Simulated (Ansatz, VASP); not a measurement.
## SiC in VASP and in Ansatz

```
Si C
1.0
     0.00000    2.17846    2.17846
     2.17846    0.00000    2.17846
     2.17846    2.17846    0.00000
Si C
1 1
Direct
  0.00000 0.00000 0.00000
  0.25000 0.25000 0.25000
```

Alike in both runs: functional PBEsol; k mesh 10 × 10 × 10; occupations gaussian, width 0.02 eV; no spin polarisation.

Ansatz relaxed the structure, and its values are those at the end. VASP's run is a single point on that final structure, the one shown.

|  | VASP | Ansatz |
| --- | --- | --- |
| version | VASP 6.6.1 | Ansatz 0.2.0 |
| potentials or method | VASP PAW PBE potentials, release 64 (Si, C), cutoff 600 eV | scalar-relativistic, plane waves, PAW |
| valence electrons in the cell | 8 | 8 |

Ansatz gave:

- gap on the k mesh at the Fermi level (eV): 1.24
- least direct gap on the mesh (eV): 4.46
- pressure (GPa): 0.0

Q: Which values does VASP return?

A: gap on the k mesh at the Fermi level (eV): 1.23; least direct gap on the mesh (eV): 4.44; pressure (GPa): 0.2.

VASP's potentials were made for PBE, not for PBEsol, and Ansatz warns of the same on its side. The functional is the same, so the differences come from potentials, cutoffs and numerics.
